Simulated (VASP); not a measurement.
A run of VASP 6.6.1:

File INCAR:

```
SYSTEM = GaSb
  ALGO = Normal
  EDIFF = 1E-6
  ENCUT = 520
  GGA = PE
  ISIF = 2
  ISMEAR = 0
  LASPH = .True.
  LCHARG = .False.
  LREAL = .False.
  LWAVE = .False.
  NBANDS = 16
  NELM = 100
  PREC = Accurate
  SIGMA = 0.15
```

KPOINTS

```
k-points
0
Gamma
  16 16 16
  0 0 0
```

The input POSCAR:

```
GaSb
1.0
   -2.8948000000      2.8948000000      1.7708000000
    2.8948000000     -2.8948000000      1.7708000000
    2.8948000000      2.8948000000     -1.7708000000
Ga Sb
1 1
Direct
    0.2500000000      0.7500000000      0.5000000000
    0.0000000000      0.0000000000      0.0000000000
```

Potentials or basis: VASP PAW PBE potentials, release 64 (Ga_d, Sb).

Launch:

```console
$ cat potpaw_PBE.64/Ga_d/POTCAR potpaw_PBE.64/Sb/POTCAR > POTCAR
$ mpirun -np 1 vasp_std > vasp.out
```

Hardware: 1 thread of Intel(R) Xeon(R) Platinum 8375C CPU @ 2.90GHz (Ice Lake) (shared host).

**Question.** How long does it take, and how much memory?

**Answer.** Run time: 4 min on 1 thread of Intel(R) Xeon(R) Platinum 8375C CPU @ 2.90GHz (Ice Lake), on a shared host, peak memory 0.47 GiB. Counts: scf iterations 10, k points 349.
